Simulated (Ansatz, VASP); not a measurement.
# AlN: VASP beside Ansatz

```xyz
4
Lattice="3.0601 0.0000 0.0000 -1.5300 2.6501 0.0000 0.0000 0.0000 4.9039" Properties=species:S:1:pos:R:3 pbc="T T T"
Al    0.0000    1.7667   -0.0169
Al    1.5300    0.8834    2.4351
N     0.0000    1.7667    1.8558
N     1.5300    0.8834    4.3078
```

Change from the starting cell: hydrostatic strain -1.5%.

Alike in both runs: task single point; functional r2SCAN; k mesh 12 × 12 × 6; no spin polarisation.

|  | VASP | Ansatz |
| --- | --- | --- |
| version | VASP 6.6.1 | Ansatz 0.2.0 |
| potentials or method | VASP PAW PBE potentials, release 64 (Al, N) | plane waves, PAW |
| plane-wave cutoff (eV) | 520 | 500 |
| occupations | gaussian, width 0.01 eV | fixed |
| valence electrons in the cell | 16 | 16 |

|  | VASP | Ansatz | Ansatz less VASP |
| --- | --- | --- | --- |
| gap on the k mesh at the Fermi level (eV) | 5.34 | 5.30 | -0.043 |
| pressure (GPa) | 10.1 | 10.4 | +0.36 |
| traceless stress, the component that is largest in VASP (GPa) | -0.65 | -0.65 | +0.002 |

VASP's potentials were made for PBE, not for r2SCAN.
